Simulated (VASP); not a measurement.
# KMn2 (P4_2/mnm) in VASP: single point with PBE

Aim: the single point of KMn2 with PBE.

Everything below comes from runs of VASP 6.6.1. Logs are shortened: lines on timing, memory, paths and dates and some standing lists are left out, and cuts for length are marked.

## Step 1: The cell of the first run

It takes space group P4_2/mnm (No. 136, tetragonal). Conventional cell: a = 5.915 Å, b = 5.915 Å, c = 3.810 Å, α = 90.00°, β = 90.00°, γ = 90.00°. Within 3.3 Å of K (site symmetry mmm) lie 6 Mn at 2.50 to 2.56 Å. Within 3.3 Å of Mn (site symmetry m2m) lie 3 K at 2.50 to 2.56 Å and 1 Mn at 3.25 Å.

## Step 2: Single point, PBE, collinear spin, ferromagnetic start

File INCAR:

```
PREC = Accurate
ENCUT = 520
EDIFF = 1E-7
ISMEAR = 0
SIGMA = 0.1
LREAL = F
LASPH = T
NELM = 150
ALGO = Fast
ISIF = 2
LWAVE = F
LCHARG = F
ISPIN = 2
MAGMOM = 0 0 4 4 4 4
LORBIT = 11
LMAXMIX = 4
GGA = PE
NBANDS = 48
```

File KPOINTS:

```
Automatic mesh
0
Gamma
  4 4 6
```

File POSCAR:

```
KMn2
1.0
    5.9149201219      0.0000000000      0.0000000000
    0.0000000000      5.9149201219      0.0000000000
    0.0000000000      0.0000000000      3.8098059732
K Mn
2 4
Direct
    0.0000000000      0.0000000000      0.0000000000
    0.5000000000      0.5000000000      0.5000000000
    0.3060000000      0.3060000000      0.0000000000
    0.1940000000      0.8060000000      0.5000000000
    0.6940000000      0.6940000000      0.0000000000
    0.8060000000      0.1940000000      0.5000000000
```

Potentials or basis: VASP PAW PBE potentials, release 64 (K_sv, Mn_pv).

Run with:

```console
$ cat potpaw_PBE.64/K_sv/POTCAR potpaw_PBE.64/Mn_pv/POTCAR > POTCAR
$ mpirun -np 1 vasp_std > vasp.out
```

OUTCAR:

```text
PREC = Accurate
   ENCUT = 520
   EDIFF = 1E-7
   ISMEAR = 0
   LREAL = F
   LASPH = T
   NELM = 150
   ISIF = 2
   ISPIN = 2
   LORBIT = 11
   GGA = PE

 ion  position               nearest neighbor table
   1  0.000  0.000  0.000-   4 2.50   6 2.50   4 2.50   6 2.50   5 2.56   3 2.56
   2  0.500  0.500  0.500-   3 2.50   5 2.50   3 2.50   5 2.50   4 2.56   6 2.56
   3  0.306  0.306  0.000-   2 2.50   2 2.50   1 2.56
   4  0.194  0.806  0.500-   1 2.50   1 2.50   2 2.56
   5  0.694  0.694  0.000-   2 2.50   2 2.50   1 2.56
   6  0.806  0.194  0.500-   1 2.50   1 2.50   2 2.56

  LATTYP: Found a simple tetragonal cell.
 ALAT       =     5.9149201219
 C/A-ratio  =     0.6441010013

  Lattice vectors:

 A1 = (   5.9149201219,   0.0000000000,   0.0000000000)
 A2 = (   0.0000000000,   5.9149201219,   0.0000000000)
 A3 = (   0.0000000000,   0.0000000000,   3.8098059732)

Analysis of symmetry for initial positions (statically):
=====================================================================
 Subroutine PRICEL returns:
 Original cell was already a primitive cell.

 Routine SETGRP: Setting up the symmetry group for a
 simple tetragonal supercell.

 Subroutine GETGRP returns: Found 16 space group operations
 (whereof  8 operations were pure point group operations)
 out of a pool of 16 trial point group operations.

The static configuration has the point symmetry D_2h.
 The point group associated with its full space group is D_4h.

Analysis of symmetry for dynamics (positions and initial velocities):
=====================================================================
 Subroutine PRICEL returns:
 Original cell was already a primitive cell.

 Routine SETGRP: Setting up the symmetry group for a
 simple tetragonal supercell.

 Subroutine GETGRP returns: Found 16 space group operations
 (whereof  8 operations were pure point group operations)
 out of a pool of 16 trial point group operations.

The dynamic configuration has the point symmetry D_2h.
 The point group associated with its full space group is D_4h.

Analysis of structural, dynamic, and magnetic symmetry:
=====================================================================
 Subroutine PRICEL returns:
 Original cell was already a primitive cell.

 Routine SETGRP: Setting up the symmetry group for a
 simple tetragonal supercell.

 Subroutine GETGRP returns: Found 16 space group operations
 (whereof  8 operations were pure point group operations)
 out of a pool of 16 trial point group operations.

The overall configuration has the point symmetry D_2h.
 The point group associated with its full space group is D_4h.

 Subroutine INISYM returns: Found 16 space group operations
 (whereof  8 operations are pure point group operations),
 and found     1 'primitive' translations

----------------------------------------------------------------------------------------

                                     Primitive cell

  volume of cell :     133.2909

  direct lattice vectors                    reciprocal lattice vectors
     5.914920122  0.000000000  0.000000000     0.169063991  0.000000000  0.000000000
     0.000000000  5.914920122  0.000000000     0.000000000  0.169063991  0.000000000
     0.000000000  0.000000000  3.809805973     0.000000000  0.000000000  0.262480559

  length of vectors
     5.914920122  5.914920122  3.809805973     0.169063991  0.169063991  0.262480559

  position of ions in fractional coordinates (direct lattice)
     0.000000000  0.000000000  0.000000000
     0.500000000  0.500000000  0.500000000
     0.306000000  0.306000000  0.000000000
     0.194000000  0.806000000  0.500000000
     0.694000000  0.694000000  0.000000000
     0.806000000  0.194000000  0.500000000

  ion indices of the primitive-cell ions
   primitive index   ion index
                 1           1
                 2           2
                 3           3
                 4           4
                 5           5
                 6           6

[... 30 lines left out ...]
  0.500000  0.000000  0.000000      2.000000
  0.250000  0.250000  0.000000      4.000000
  0.500000  0.250000  0.000000      4.000000
  0.500000  0.500000  0.000000      1.000000
[... 16 lines left out ...]
  0.500000  0.250000  0.500000      4.000000
  0.500000  0.500000  0.500000      1.000000
   k-points           NKPTS =     24   k-points in BZ     NKDIM =     24   number of bands    NBANDS=     48
   number of dos      NEDOS =    301   number of ions     NIONS =      6
   total plane-waves  NPLWV =  64512
   dimension x,y,z NGX =    48 NGY =   48 NGZ =   28
   dimension x,y,z NGXF=    96 NGYF=   96 NGZF=   56
   ions per type =               2   4
   NGX,Y,Z   is equivalent  to a cutoff of  13.49, 13.49, 12.22 a.u.
   NGXF,Y,Z  is equivalent  to a cutoff of  26.98, 26.98, 24.44 a.u.
 SYSTEM =  unknown system
   PREC   = accura    normal or accurate (medium, high low for compatibility)
   ISTART =      0    job   : 0-new  1-cont  2-samecut
   ICHARG =      2    charge: 1-file 2-atom 10-const
   ISPIN  =      2    spin polarized calculation?
   LNONCOLLINEAR =      F non collinear calculations
   LSORBIT =      F    spin-orbit coupling
   LASPH  =      T    aspherical Exc in radial PAW
   ENCUT  =  520.0 eV  38.22 Ry    6.18 a.u.  11.00 11.00  7.08*2*pi/ulx,y,z
   NELM   =    150;   NELMIN=  2; NELMDL= -5     # of ELM steps
   EDIFF  = 0.1E-06   stopping-criterion for ELM
   LREAL  =      F    real-space projection
   EDIFFG = 0.1E-05   stopping-criterion for IOM
   NSW    =      0    number of steps for IOM
   IBRION =     -1    ionic relax: 0-MD 1-quasi-New 2-CG
   NFREE  =      0    steps in history (QN), initial steepest desc. (CG)
   ISIF   =      2    stress and relaxation
   ISYM   =      2    0-nonsym 1-usesym 2-fastsym
   POTIM  = 0.5000    time-step for ionic-motion
   TEBEG  =    0.0;   TEEND  =   0.0 temperature during run
   PSTRESS=    0.0 pullay stress
   NELECT =      70.0000    total number of electrons
   NUPDOWN=      -1.0000    fix difference up-down
   EMIN   =  10.00;   EMAX   =-10.00  energy-range for DOS
   EFERMI =   0.00;   METHOD = LEGACY
   ISMEAR =     0;   SIGMA  =   0.10  broadening in eV -4-tet -1-fermi 0-gaus
   EFERMI_NEDOS =   21; number of points for ismear=-14 and -15
   IALGO  =     68    algorithm
   IMIX   =      4    mixing-type and parameters
     AMIX     =   0.40;   BMIX     =  1.00
     AMIX_MAG =   1.60;   BMIX_MAG =  1.00
  volume/ion in A,a.u.               =      22.22       149.92
  Fermi-wavevector in a.u.,A,eV,Ry     =   1.320811  2.495971 23.735926  1.744541
  Thomas-Fermi vector in A             =   2.450610
   LORBIT       =     11    0 simple, 1 ext, 2 COOP (PROOUT), +10 PAW based schemes
   GGA     = PE    functional components
   LHFCALC =     F    Hartree Fock is set to
   AEXX    =    0.0000 exact exchange contribution
   IVDW    =     0    specifies the selected vdW correction
   LEPSILON=     F    determine dielectric tensor
   LRPA    =     F    only Hartree local field effects (RPA)
 spin polarized calculation
 RMM-DIIS sequential band-by-band and
 Gauss-broadening in eV      SIGMA  =   0.10
  energy-cutoff  :      520.00
  volume of cell :      133.29
 maximum number of plane-waves:      3608
 NGX is ok and might be reduce to    48
   NGX = 21   NGY = 21   NGZ = 15

 number of electron      70.0000038 magnetization      15.5203396

 Free energy of the ion-electron system (eV)
  ---------------------------------------------------
  ext. energy  EPLUGINS =         0.00000000
  ---------------------------------------------------
  free energy    TOTEN  =       -21.98449172 eV

  energy without entropy =      -21.94868123  energy(sigma->0) =      -21.96658647

 E-fermi :   3.9326     XC(G=0):  -9.7663

 val. band max:        3.9284050518   @ k =   0.2500   0.2500   0.0000
 cond. band min:       3.9433984164   @ k =   0.2500   0.0000   0.1667
 fundamental gap:      0.0149933646
 Fermi energy:         3.9326070689

 spin component 1

 k-point     1 :       0.0000    0.0000    0.0000
  band No.  band energies     occupation
      1     -46.2634      1.00000
      2     -46.2588      1.00000
      3     -46.2588      1.00000
      4     -46.2577      1.00000
      5     -46.1880      1.00000
      6     -46.1755      1.00000
[... 1189 lines left out ...]
     46       4.1785      0.00025
     47       4.8258      0.00000
 Fermi energy:         3.9326070689

 spin component 2

 k-point     1 :       0.0000    0.0000    0.0000
  band No.  band energies     occupation
      1     -42.3360      1.00000
      2     -42.3185      1.00000
      3     -42.3106      1.00000
      4     -42.3106      1.00000
      5     -42.2932      1.00000
      6     -42.2871      1.00000
[... 1189 lines left out ...]
     46       6.0363      0.00000
     47       6.1336      0.00000
 [bands above 47 left out]

------------------------ aborting loop because EDIFF is reached ----------------------------------------

  FORCE on cell =-STRESS in cart. coord.  units (eV):
  Direction    XX          YY          ZZ          XY          YZ          ZX
  --------------------------------------------------------------------------------------
  -------------------------------------------------------------------------------------
  Total        4.8613059      4.8613059     12.6353923      0.0000000      0.0000000      0.0000000
  in kB       58.4336359     58.4336359    151.8793346      0.0000000      0.0000000      0.0000000
  external PRESSURE =      89.5822021 kB  Pullay stress =       0.0000000 kB

 VOLUME and BASIS-vectors are now :
 -----------------------------------------------------------------------------
  energy-cutoff  :      520.00
  volume of cell :      133.29
      direct lattice vectors                 reciprocal lattice vectors
     5.914920122  0.000000000  0.000000000     0.169063991  0.000000000  0.000000000
     0.000000000  5.914920122  0.000000000     0.000000000  0.169063991  0.000000000
     0.000000000  0.000000000  3.809805973     0.000000000  0.000000000  0.262480559

 POSITION                                       TOTAL-FORCE (eV/Angst)
 -----------------------------------------------------------------------------------
      0.00000      0.00000      0.00000         0.000000     -0.000000      0.000000
      2.95746      2.95746      1.90490         0.000000     -0.000000      0.000000
      1.80997      1.80997      0.00000        -0.313529     -0.313529      0.000000
      1.14749      4.76743      1.90490         0.313529     -0.313529      0.000000
      4.10495      4.10495      0.00000         0.313529      0.313529     -0.000000
      4.76743      1.14749      1.90490        -0.313529      0.313529     -0.000000
 -----------------------------------------------------------------------------------
    total drift:                                0.000000      0.000000     -0.000000

  FREE ENERGIE OF THE ION-ELECTRON SYSTEM (eV)
  ---------------------------------------------------
  free  energy   TOTEN  =       -21.9844917203 eV

  energy  without entropy=      -21.9486812293  energy(sigma->0) =      -21.96658647

 total charge

# of ion       s       p       d       tot
------------------------------------------
    1        2.029   5.555   0.271   7.854
    2        2.029   5.555   0.271   7.854
    3        0.281   6.074   5.105  11.460
    4        0.281   6.074   5.105  11.460
    5        0.281   6.074   5.105  11.460
    6        0.281   6.074   5.105  11.460
--------------------------------------------------
tot          5.181  35.407  20.962  61.551

 magnetization (x)

# of ion       s       p       d       tot
------------------------------------------
    1        0.018   0.029  -0.021   0.025
    2        0.018   0.029  -0.021   0.025
    3        0.039  -0.001   3.738   3.776
    4        0.039  -0.001   3.738   3.776
    5        0.039  -0.001   3.738   3.776
    6        0.039  -0.001   3.738   3.776
--------------------------------------------------
tot          0.191   0.053  14.908  15.152
```

Run time: 21 min. Hardware: 1 thread of Intel Xeon 8259CL, shared host; peak memory 0.43 GiB.

Results:

```
Free energy                                           : -21.9845 eV
Pressure                                              : 9.0 GPa
Largest force                                         : 0.443 eV/Å
Net moment                                            : 15.52 μB per cell
Site moments                                          : K +0.03; Mn +3.78 μB
Valence electrons inside the program's atomic spheres : K 7.85; Mn 11.46
```

Forces in eV/Å, atoms in the order of the input:
```
K    0.000  0.000  0.000
K    0.000  0.000  0.000
Mn  -0.314 -0.314  0.000
Mn   0.314 -0.314  0.000
Mn   0.314  0.314  0.000
Mn  -0.314  0.314  0.000
```

Caveat: the cell stands under pressure.
